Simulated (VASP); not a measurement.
A run of VASP 6.6.1 is set up as follows.

The input POSCAR:

```
SrO
1.0
    0.0000000000      2.5278562600      2.5278562600
    2.5278562600      0.0000000000      2.5278562600
    2.5278562600      2.5278562600      0.0000000000
Sr O
1 1
Direct
    0.5000000000      0.5000000000      0.5000000000
    0.0000000000      0.0000000000      0.0000000000
```

INCAR.step1

```
PREC = Accurate ; ENCUT = 520
ISMEAR = -1 ; SIGMA = 0.02
LREAL = False ; LASPH = True
NELM = 100 ; GGA = PE
ALGO = Normal ; EDIFF = 1E-4
LWAVE = True ; LCHARG = False
```

Contents of INCAR.step2:

```
PREC = Accurate ; ENCUT = 520
EDIFF = 1E-7 ; ISMEAR = -1
SIGMA = 0.02 ; LREAL = False
LASPH = True ; NELM = 100
ALGO = Normal ; ISIF = 2
LWAVE = False ; LCHARG = False
METAGGA = R2SCAN ; LMIXTAU = True
IBRION = 2 ; NSW = 50
EDIFFG = -0.01 ; ISTART = 1
```

Contents of KPOINTS:

```
Automatic mesh
0
Gamma
  10 10 10
```

Potentials or basis: VASP PAW PBE potentials, release 64 (Sr_sv, O).

Run with:

```bash
$ cat potpaw_PBE.64/Sr_sv/POTCAR potpaw_PBE.64/O/POTCAR > POTCAR
$ cp INCAR.step1 INCAR
$ mpirun -np 1 vasp_std > vasp.out
$ cp INCAR.step2 INCAR
$ mpirun -np 1 vasp_std > vasp.out
```

**Question.** Predict the band gap on the k mesh.

**Answer.** 3.71 eV (least direct gap 3.76 eV).

Final structure:
```cif
data_structure
_symmetry_space_group_name_H-M 'P 1'
_symmetry_Int_Tables_number 1
_cell_length_a 3.5749
_cell_length_b 3.5749
_cell_length_c 3.5749
_cell_angle_alpha 60.000
_cell_angle_beta 60.000
_cell_angle_gamma 60.000
_cell_volume 32.31
loop_
_atom_site_label
_atom_site_type_symbol
_atom_site_fract_x
_atom_site_fract_y
_atom_site_fract_z
_atom_site_occupancy
Sr1 Sr 0.50000 0.50000 0.50000 1
O1 O 0.00000 0.00000 0.00000 1
```

Caveat: the relaxation stopped at its first step, so nothing moved. A k mesh can miss the band edges.
